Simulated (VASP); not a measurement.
Write the native input for VASP 6.6.1 that does the following.

```yaml
Task: single point
Functional: PBE
Potentials_or_basis: VASP PAW PBE potentials, release 64 (La)
Cutoff: 520 eV
k_mesh: 12 × 12 × 7
Occupations: fermi-dirac, width 0.05 eV
Spin: no spin polarisation
Dipole_correction: no
Further_INCAR_settings: ALGO = Normal; EDIFF = 1e-06; NBANDS = 18
```

The structure of La lies in POSCAR:

```
La
1.0
    3.7830588365      0.0000000000      0.0000000000
   -1.8915294182      3.2762250564      0.0000000000
    0.0000000000      0.0000000000      6.0761289130
La
2
Direct
    0.3333333333      0.6666666667      0.2500000000
    0.6666666667      0.3333333333      0.7631662776
```

This cell differs from its parent crystal: atom 2 (La) moved by [0.0, 0.0, 0.08] A.

The input as run:

INCAR

```
SYSTEM = La
ALGO     = Normal         ! electronic algorithm
EDIFF    = 1E-6           ! SCF threshold, eV
ENCUT    = 520            ! plane-wave cutoff, eV
GGA      = PE             ! functional
ISIF     = 2              ! what is computed and relaxed
ISMEAR   = -1             ! smearing method
LASPH    = .True.         ! aspherical terms in the spheres
LCHARG   = .True.         ! write CHGCAR
LELF     = .True.         ! ELF
LREAL    = .False.        ! projectors in reciprocal space
LVHAR    = .True.       
LWAVE    = .False.        ! write WAVECAR
NBANDS   = 18             ! bands
NELM     = 80             ! most SCF steps
PREC     = Accurate       ! precision mode
SIGMA    = 0.05           ! smearing width, eV
```

KPOINTS

```
k-points
0
Gamma
  12 12 7
  0 0 0
```

Potentials or basis: VASP PAW PBE potentials, release 64 (La).

Command:

```bash
$ cat potpaw_PBE.64/La/POTCAR > POTCAR
$ mpirun -np 1 vasp_std > vasp.out
```

Results of the run:

```
Pressure               : 0.1 GPa
Largest force          : 0.117 eV/Å
Band gap on the k mesh : zero (bands 11 and 12 overlap by 1.29 eV)
```

Caveat: the cell differs from its parent crystal (atom 2 (La) moved by [0.0, 0.0, 0.08] A); spin-orbit coupling is left out, which moves the levels of the heavy elements.

It took 99 s on 1 thread of Oxide Virtual Turin-like Processor, on a shared host, peak memory 0.26 GiB.
